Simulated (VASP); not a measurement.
# AlCu3 (Pm-3m) in VASP: a series of runs

Runs on AlCu3. Level: LDA. Tasks: single point.

All numbers are computed with VASP 6.6.1; they aren't measurements. Logs are shortened: lines on timing, memory, paths and dates and some standing lists are left out, and cuts for length are marked.

### 1 The cell of the first run

The structure is cubic, space group Pm-3m (No. 221). Conventional cell: a = 3.499 Å, b = 3.499 Å, c = 3.499 Å, α = 90.00°, β = 90.00°, γ = 90.00°. Al (site symmetry m-3m) has 12 Cu at 2.47 Å within 3.3 Å. Cu (site symmetry 4/mmm) has 4 Al at 2.47 Å and 8 Cu at 2.47 Å within 3.3 Å.

### 2 Single point, LDA

Input file INCAR:

```
  ALGO = Normal
  EDIFF = 1E-7
  ENCUT = 520
  GGA = CA
  ISIF = 2
  ISMEAR = 0
  LASPH = True
  LCHARG = True
  LELF = True
  LREAL = False
  LVHAR = True
  LWAVE = False
  NBANDS = 26
  NELM = 60
  PREC = Accurate
  SIGMA = 0.15
```

Input file KPOINTS:

```
k-points
0
Gamma
  12 12 12
```

Input file POSCAR:

```
AlCu3
1.0
    3.4993001882      0.0000000000      0.0000000000
    0.0000000000      3.4993001882      0.0000000000
    0.0000000000      0.0000000000      3.4993001882
Al Cu
1 3
Direct
    0.0000000000      0.0000000000      0.0000000000
    0.5000000000      0.5000000000      0.0000000000
    0.5000000000      0.0000000000      0.5000000000
    0.0000000000      0.5000000000      0.5000000000
```

Potentials or basis: VASP PAW LDA potentials, release 64 (Al, Cu).

Launch:

```
$ cat potpaw_LDA.64/Al/POTCAR potpaw_LDA.64/Cu/POTCAR > POTCAR
$ mpirun -np 1 vasp_std > vasp.out
```

OUTCAR:

```text
EDIFF = 1E-7
   ENCUT = 520
   GGA = CA
   ISIF = 2
   ISMEAR = 0
   LASPH = True
   LREAL = False
   NELM = 60
   PREC = Accurate

 ion  position               nearest neighbor table
   1  0.000  0.000  0.000-   2 2.47   3 2.47   4 2.47   3 2.47   4 2.47   2 2.47   4 2.47   4 2.47
                             2 2.47   3 2.47   3 2.47   2 2.47
   2  0.500  0.500  0.000-   1 2.47   3 2.47   4 2.47   3 2.47   4 2.47   1 2.47   3 2.47   3 2.47
                             1 2.47   4 2.47   4 2.47   1 2.47
   3  0.500  0.000  0.500-   1 2.47   2 2.47   4 2.47   1 2.47   2 2.47   2 2.47   4 2.47   2 2.47
                             1 2.47   4 2.47   1 2.47   4 2.47
   4  0.000  0.500  0.500-   1 2.47   2 2.47   3 2.47   1 2.47   2 2.47   1 2.47   3 2.47   1 2.47
                             2 2.47   3 2.47   2 2.47   3 2.47

  LATTYP: Found a simple cubic cell.
 ALAT       =     3.4993001882

  Lattice vectors:

 A1 = (   3.4993001882,   0.0000000000,   0.0000000000)
 A2 = (   0.0000000000,   3.4993001882,   0.0000000000)
 A3 = (   0.0000000000,   0.0000000000,   3.4993001882)

Analysis of symmetry for initial positions (statically):
=====================================================================
 Subroutine PRICEL returns:
 Original cell was already a primitive cell.

 Routine SETGRP: Setting up the symmetry group for a
 simple cubic supercell.

 Subroutine GETGRP returns: Found 48 space group operations
 (whereof 48 operations were pure point group operations)
 out of a pool of 48 trial point group operations.

The static configuration has the point symmetry O_h .

Analysis of symmetry for dynamics (positions and initial velocities):
=====================================================================
 Subroutine PRICEL returns:
 Original cell was already a primitive cell.

 Routine SETGRP: Setting up the symmetry group for a
 simple cubic supercell.

 Subroutine GETGRP returns: Found 48 space group operations
 (whereof 48 operations were pure point group operations)
 out of a pool of 48 trial point group operations.

The dynamic configuration has the point symmetry O_h .

 Subroutine INISYM returns: Found 48 space group operations
 (whereof 48 operations are pure point group operations),
 and found     1 'primitive' translations

----------------------------------------------------------------------------------------

                                     Primitive cell

  volume of cell :      42.8493

  direct lattice vectors                    reciprocal lattice vectors
     3.499300188  0.000000000  0.000000000     0.285771425  0.000000000  0.000000000
     0.000000000  3.499300188  0.000000000     0.000000000  0.285771425  0.000000000
     0.000000000  0.000000000  3.499300188     0.000000000  0.000000000  0.285771425

  length of vectors
     3.499300188  3.499300188  3.499300188     0.285771425  0.285771425  0.285771425

  position of ions in fractional coordinates (direct lattice)
     0.000000000  0.000000000  0.000000000
     0.500000000  0.500000000  0.000000000
     0.500000000  0.000000000  0.500000000
     0.000000000  0.500000000  0.500000000

  ion indices of the primitive-cell ions
   primitive index   ion index
                 1           1
                 2           2
                 3           3
                 4           4

----------------------------------------------------------------------------------------

 KPOINTS: k-points

Automatic generation of k-mesh.
 Grid dimensions read from file:
 generate k-points for:   12   12   12

 Generating k-lattice:

  Cartesian coordinates                     Fractional coordinates (reciprocal lattice)
     0.023814285  0.000000000  0.000000000     0.083333333  0.000000000  0.000000000
     0.000000000  0.023814285  0.000000000     0.000000000  0.083333333  0.000000000
     0.000000000  0.000000000  0.023814285     0.000000000  0.000000000  0.083333333

  Length of vectors
     0.023814285  0.023814285  0.023814285

  Shift w.r.t. Gamma in fractional coordinates (k-lattice)
     0.000000000  0.000000000  0.000000000

 Subroutine IBZKPT returns following result:
 ===========================================

 Found     84 irreducible k-points:

 Following reciprocal coordinates:
            Coordinates               Weight
  0.000000  0.000000  0.000000      1.000000
  0.083333  0.000000  0.000000      6.000000
  0.166667  0.000000  0.000000      6.000000
  0.250000  0.000000  0.000000      6.000000
  0.333333  0.000000  0.000000      6.000000
  0.416667  0.000000  0.000000      6.000000
[... 16 lines left out ...]
  0.333333  0.333333  0.000000     12.000000
  0.416667  0.333333  0.000000     24.000000
 [... further k-points ...]
   k-points           NKPTS =     84   k-points in BZ     NKDIM =     84   number of bands    NBANDS=     26
   number of dos      NEDOS =    301   number of ions     NIONS =      4
   total plane-waves  NPLWV =  21952
[... 37 lines left out ...]
  Fermi-wavevector in a.u.,A,eV,Ry     =   1.544760  2.919174 32.467375  2.386285
  Thomas-Fermi vector in A             =   2.650235
   LORBIT       =      0    0 simple, 1 ext, 2 COOP (PROOUT), +10 PAW based schemes
   GGA     = CA    functional components
   LHFCALC =     F    Hartree Fock is set to
   AEXX    =    0.0000 exact exchange contribution
   IVDW    =     0    specifies the selected vdW correction
   LEPSILON=     F    determine dielectric tensor
   LRPA    =     F    only Hartree local field effects (RPA)
 non-spin polarized calculation
 Gauss-broadening in eV      SIGMA  =   0.15
  energy-cutoff  :      520.00
  volume of cell :       42.85
 maximum number of plane-waves:      1189
 NGX is ok and might be reduce to    28
   NGX = 13   NGY = 13   NGZ = 13

 number of electron      36.0000057 magnetization

 Free energy of the ion-electron system (eV)
  ---------------------------------------------------
  ext. energy  EPLUGINS =         0.00000000
  ---------------------------------------------------
  free energy    TOTEN  =       -18.94205714 eV

  energy without entropy =      -18.93028661  energy(sigma->0) =      -18.93617188

 E-fermi :  10.0688     XC(G=0): -13.2755

 val. band max:       10.0686982367   @ k =   0.2500   0.1667   0.1667
 cond. band min:      10.0900913095   @ k =   0.0833   0.0833   0.0000
 fundamental gap:      0.0213930728
 Fermi energy:        10.0688099739

 k-point     1 :       0.0000    0.0000    0.0000
  band No.  band energies     occupation
      1      -1.5227      2.00000
      2       3.8531      2.00000
      3       4.5103      2.00000
      4       4.5103      2.00000
      5       4.8037      2.00000
      6       4.8037      2.00000
[... 18 lines left out ...]
     25      21.3707      0.00000
     26      22.7387      0.00000

 k-point     2 :       0.0833    0.0000    0.0000
  band No.  band energies     occupation
      1      -1.4349      2.00000
      2       3.8812      2.00000
      3       4.4764      2.00000
      4       4.5601      2.00000
      5       4.8187      2.00000
      6       4.8187      2.00000
[... 18 lines left out ...]
     25      21.0884      0.00000
     26      22.2823      0.00000

 k-point     3 :       0.1667    0.0000    0.0000
  band No.  band energies     occupation
      1      -1.1731      2.00000
      2       3.9324      2.00000
      3       4.3729      2.00000
      4       4.7036      2.00000
      5       4.8626      2.00000
      6       4.8626      2.00000
[... 18 lines left out ...]
     25      20.4239      0.00000
     26      21.3723      0.00000

 k-point     4 :       0.2500    0.0000    0.0000
  band No.  band energies     occupation
      1      -0.7431      2.00000
      2       3.7779      2.00000
      3       4.3248      2.00000
      4       4.9223      2.00000
      5       4.9302      2.00000
      6       4.9302      2.00000
[... 18 lines left out ...]
     25      20.0581      0.00000
     26      20.3658      0.00000
[... 496 lines left out ...]
      1       1.7991      2.00000
      2       2.3661      2.00000
      3       4.6538      2.00000
      4       4.9101      2.00000
      5       5.0535      2.00000
      6       5.2685      2.00000
[... 18 lines left out ...]
     25      20.8393      0.00000
     26      22.4313      0.00000

 k-point    23 :       0.3333    0.3333    0.0000
  band No.  band energies     occupation
      1       1.1001      2.00000
      2       3.9049      2.00000
      3       4.0225      2.00000
      4       4.9668      2.00000
      5       4.9720      2.00000
      6       5.2583      2.00000
[... 18 lines left out ...]
     25      20.5143      0.00000
     26      21.8184      0.00000

 k-point    24 :       0.4167    0.3333    0.0000
  band No.  band energies     occupation
      1       1.7343      2.00000
      2       3.3310      2.00000
      3       4.2100      2.00000
      4       5.0025      2.00000
      5       5.0205      2.00000
      6       5.3795      2.00000
[... 18 lines left out ...]
     25      20.8216      0.00000
     26      21.6155      0.00000

 [... further k-points ...]
[... 5 lines left out ...]
  --------------------------------------------------------------------------------------
  -------------------------------------------------------------------------------------
  Total        4.2447581      4.2447581      4.2447581      0.0000000     -0.0000000      0.0000000
  in kB      158.7157150    158.7157150    158.7157150      0.0000000     -0.0000000      0.0000000
  external PRESSURE =     158.7157150 kB  Pullay stress =       0.0000000 kB

 VOLUME and BASIS-vectors are now :
 -----------------------------------------------------------------------------
  energy-cutoff  :      520.00
  volume of cell :       42.85
      direct lattice vectors                 reciprocal lattice vectors
     3.499300188  0.000000000  0.000000000     0.285771425  0.000000000  0.000000000
     0.000000000  3.499300188  0.000000000     0.000000000  0.285771425  0.000000000
     0.000000000  0.000000000  3.499300188     0.000000000  0.000000000  0.285771425

 POSITION                                       TOTAL-FORCE (eV/Angst)
 -----------------------------------------------------------------------------------
      0.00000      0.00000      0.00000         0.000000      0.000000      0.000000
      1.74965      1.74965      0.00000         0.000000      0.000000      0.000000
      1.74965      0.00000      1.74965         0.000000      0.000000      0.000000
      0.00000      1.74965      1.74965         0.000000      0.000000      0.000000
 -----------------------------------------------------------------------------------
    total drift:                                0.000000      0.000000      0.000000

  FREE ENERGIE OF THE ION-ELECTRON SYSTEM (eV)
  ---------------------------------------------------
  free  energy   TOTEN  =       -18.9420571390 eV

  energy  without entropy=      -18.9302866124  energy(sigma->0) =      -18.93617188
```

Run time: 41 s. Hardware: 1 thread of Intel Xeon Platinum 8559C (Emerald Rapids), shared host; peak memory 0.19 GiB.

Results:

```
Free energy            : -18.9421 eV
Pressure               : 15.9 GPa
Band gap on the k mesh : zero (band 18 reaches 14.15 eV, above the bottom of band 19 at 8.08 eV)
```

Levels at points of the mesh, in eV from the Fermi level:
```
           k point  band 14  band 15  band 16  band 17  band 18  band 19  band 20  band 21  band 22  band 23
(0.00, 0.00, 0.00)    -2.26    -2.26    -2.26    -0.42    -0.42    -0.42     4.85     4.85     5.96    11.30
(0.50, 0.00, 0.00)    -3.35    -3.24    -2.77    -2.26     4.08     4.08     4.19     4.19     5.02     6.75
(0.50, 0.50, 0.00)    -3.25    -3.23    -3.10    -2.61    -1.26    -1.26     6.80     6.80     7.05     7.62
(0.50, 0.50, 0.50)    -3.33    -3.33    -2.47    -2.47    -2.47    -1.80     1.87     2.08     2.08     2.08
```

### 3 Single point, LDA

This run uses another cell than the first one, of 10.99 Å³/atom, 1.026 times its volume.

Input file INCAR:

```
PREC = Accurate
ENCUT = 520
EDIFF = 1E-7
ISMEAR = 0
SIGMA = 0.15
LREAL = F
LASPH = T
NELM = 60
ALGO = Normal
ISIF = 2
LWAVE = F
LCHARG = T
GGA = CA
LELF = T
LVHAR = T
NBANDS = 26
```

Input file KPOINTS:

```
Automatic mesh
0
Gamma
  12 12 12
```

Input file POSCAR:

```
AlCu3
1.0
    3.5290891026      0.0000000000      0.0000000000
    0.0000000000      3.5290891026      0.0000000000
    0.0000000000      0.0000000000      3.5290891026
Al Cu
1 3
Direct
    0.0000000000      0.0000000000      0.0000000000
    0.5000000000      0.5000000000      0.0000000000
    0.5000000000      0.0000000000      0.5000000000
    0.0000000000      0.5000000000      0.5000000000
```

Potentials or basis: VASP PAW LDA potentials, release 64 (Al, Cu).

Launch:

```
$ cat potpaw_LDA.64/Al/POTCAR potpaw_LDA.64/Cu/POTCAR > POTCAR
$ mpirun -np 1 vasp_std > vasp.out
```

Run time: 42 s. Hardware: 1 thread of Intel Xeon Platinum 8559C (Emerald Rapids), shared host; peak memory 0.2 GiB.

It converged, with:

* Free energy: -19.0322 eV
* Pressure: 10.2 GPa
* Band gap on the k mesh: zero (band 18 reaches 13.75 eV, above the bottom of band 19 at 7.81 eV)

Levels at points of the mesh, in eV from the Fermi level:
```
           k point  band 14  band 15  band 16  band 17  band 18  band 19  band 20  band 21  band 22  band 23
(0.00, 0.00, 0.00)    -2.23    -2.23    -2.23    -0.39    -0.39    -0.39     4.75     4.75     5.76    11.12
(0.50, 0.00, 0.00)    -3.27    -3.17    -2.71    -2.23     4.04     4.04     4.10     4.10     4.98     6.55
(0.50, 0.50, 0.00)    -3.18    -3.15    -3.03    -2.55    -1.26    -1.26     6.73     6.73     6.89     7.48
(0.50, 0.50, 0.50)    -3.23    -3.23    -2.42    -2.42    -2.42    -1.71     1.74     2.01     2.01     2.01
```

### 4 Single point, LDA

This run uses another cell than the first one, of 11.27 Å³/atom, 1.052 times its volume.

Input file INCAR:

```
PREC = Accurate ; ENCUT = 520
EDIFF = 1E-6 ; ISMEAR = 0
SIGMA = 0.15 ; LREAL = F
LASPH = T ; NELM = 100
ALGO = Normal ; ISIF = 2
LWAVE = F ; LCHARG = F
NBANDS = 26
```

Input file KPOINTS:

```
regular mesh
0
Gamma
  12 12 12
```

Input file POSCAR:

```
AlCu3
1.0
    3.5592369196      0.0000000000      0.0000000000
    0.0000000000      3.5592369196      0.0000000000
    0.0000000000      0.0000000000      3.5592369196
Al Cu
1 3
Direct
    0.0000000000      0.0000000000      0.0000000000
    0.5000000000      0.5000000000      0.0000000000
    0.5000000000      0.0000000000      0.5000000000
    0.0000000000      0.5000000000      0.5000000000
```

Launch:

```
$ cat potpaw_LDA.64/Al/POTCAR potpaw_LDA.64/Cu/POTCAR > POTCAR
$ mpirun -np 1 vasp_std > vasp.out
```

It took 38 s on 1 thread of Intel Xeon Platinum 8559C (Emerald Rapids), shared host; peak memory 0.19 GiB.

The run converged. Its results:

* Free energy: -19.0868 eV
* Pressure: 5.0 GPa
* Band gap on the k mesh: zero (band 18 reaches 13.36 eV, above the bottom of band 19 at 7.52 eV)

Levels at points of the mesh, in eV from the Fermi level:
```csv
k point,band 14,band 15,band 16,band 17,band 18,band 19,band 20,band 21,band 22,band 23
"(0.00, 0.00, 0.00)",-2.19,-2.19,-2.19,-0.35,-0.35,-0.35,4.65,4.65,5.55,10.93
"(0.50, 0.00, 0.00)",-3.19,-3.10,-2.66,-2.19,4.01,4.01,4.01,4.01,4.94,6.34
"(0.50, 0.50, 0.00)",-3.11,-3.08,-2.97,-2.50,-1.25,-1.25,6.65,6.65,6.73,7.34
"(0.50, 0.50, 0.50)",-3.14,-3.14,-2.38,-2.38,-2.38,-1.62,1.60,1.93,1.93,1.93
```

### 5 Single point, LDA

This run uses another cell than the first one, of 11.56 Å³/atom, 1.079 times its volume.

Input file INCAR:

```
PREC = Accurate
ENCUT = 520
EDIFF = 1E-6
ISMEAR = 0
SIGMA = 0.15
LREAL = F
LASPH = T
NELM = 100
ALGO = Normal
ISIF = 2
LWAVE = F
LCHARG = F
GGA = CA
NBANDS = 26
```

Input file KPOINTS:

```
Automatic mesh
0
Gamma
  12 12 12
```

Input file POSCAR:

```
AlCu3
1.0
    3.5890258340      0.0000000000      0.0000000000
    0.0000000000      3.5890258340      0.0000000000
    0.0000000000      0.0000000000      3.5890258340
Al Cu
1 3
Direct
    0.0000000000      0.0000000000      0.0000000000
    0.5000000000      0.5000000000      0.0000000000
    0.5000000000      0.0000000000      0.5000000000
    0.0000000000      0.5000000000      0.5000000000
```

Launch:

```
$ cat potpaw_LDA.64/Al/POTCAR potpaw_LDA.64/Cu/POTCAR > POTCAR
$ mpirun -np 1 vasp_std > vasp.out
```

It took 37 s on 1 thread of Intel Xeon Platinum 8559C (Emerald Rapids), shared host; peak memory 0.2 GiB.

Results (log left out):

```
Free energy            : -19.1076 eV
Pressure               : 0.5 GPa
Band gap on the k mesh : zero (band 18 reaches 12.94 eV, above the bottom of band 19 at 7.21 eV)
```

Levels at points of the mesh, in eV from the Fermi level:
| k point | band 15 | band 16 | band 17 | band 18 | band 19 | band 20 | band 21 | band 22 |
| --- | --- | --- | --- | --- | --- | --- | --- | --- |
| (0.00, 0.00, 0.00) | -2.16 | -2.16 | -0.32 | -0.32 | -0.32 | 4.56 | 4.56 | 5.36 |
| (0.50, 0.00, 0.00) | -3.03 | -2.61 | -2.16 | 3.92 | 3.92 | 3.97 | 3.97 | 4.90 |
| (0.50, 0.50, 0.00) | -3.01 | -2.91 | -2.46 | -1.25 | -1.25 | 6.57 | 6.57 | 6.58 |
| (0.50, 0.50, 0.50) | -3.05 | -2.34 | -2.34 | -2.34 | -1.53 | 1.47 | 1.85 | 1.85 |

### 6 Single point, LDA

This run uses another cell than the first one, of 11.85 Å³/atom, 1.106 times its volume.

Input file INCAR:

```
ALGO = Normal
EDIFF = 1E-6
ENCUT = 520
GGA = CA
ISIF = 2
ISMEAR = 0
LASPH = True
LCHARG = False
LREAL = False
LWAVE = False
NBANDS = 26
NELM = 80
PREC = Accurate
SIGMA = 0.15
```

Input file KPOINTS:

```
k-points
0
Gamma
  12 12 12
```

Input file POSCAR:

```
AlCu3
1.0
    3.6188147484      0.0000000000      0.0000000000
    0.0000000000      3.6188147484      0.0000000000
    0.0000000000      0.0000000000      3.6188147484
Al Cu
1 3
Direct
    0.0000000000      0.0000000000      0.0000000000
    0.5000000000      0.5000000000      0.0000000000
    0.5000000000      0.0000000000      0.5000000000
    0.0000000000      0.5000000000      0.5000000000
```

Potentials or basis: VASP PAW LDA potentials, release 64 (Al, Cu).

Launch:

```
$ cat potpaw_LDA.64/Al/POTCAR potpaw_LDA.64/Cu/POTCAR > POTCAR
$ mpirun -np 1 vasp_std > vasp.out
```

Run time: 37 s. Hardware: 1 thread of Intel Xeon Platinum 8559C (Emerald Rapids), shared host; peak memory 0.2 GiB.

The run converged. Its results:

```
Free energy            : -19.0986 eV
Pressure               : -3.3 GPa
Band gap on the k mesh : zero (band 18 reaches 12.53 eV, above the bottom of band 19 at 6.91 eV)
```

Levels at points of the mesh, in eV from the Fermi level:
```csv
k point,band 16,band 17,band 18,band 19,band 20,band 21
"(0.00, 0.00, 0.00)",-2.13,-0.29,-0.29,-0.29,4.46,4.46
"(0.50, 0.00, 0.00)",-2.56,-2.13,3.84,3.84,3.94,3.94
"(0.50, 0.50, 0.00)",-2.85,-2.42,-1.24,-1.24,6.43,6.50
"(0.50, 0.50, 0.50)",-2.31,-2.31,-2.31,-1.45,1.35,1.78
```

### 7 Overview

```tsv
cell	gap on the mesh (eV)	pressure (GPa)
a = 3.499 Å, 4 atoms	none	15.9
a = 3.529 Å, 4 atoms	none	10.2
a = 3.559 Å, 4 atoms	none	5.0
a = 3.589 Å, 4 atoms	none	0.5
a = 3.619 Å, 4 atoms	none	-3.3
```

Alike in all rows: task single point; level LDA; potentials or basis VASP PAW LDA potentials, release 64 (Al, Cu); no spin polarisation; k mesh 12 × 12 × 12; cutoff (eV) 520; smearing gaussian 0.15 eV.

Total energies depend on the potentials used, so only differences within one code and one set of settings carry meaning.
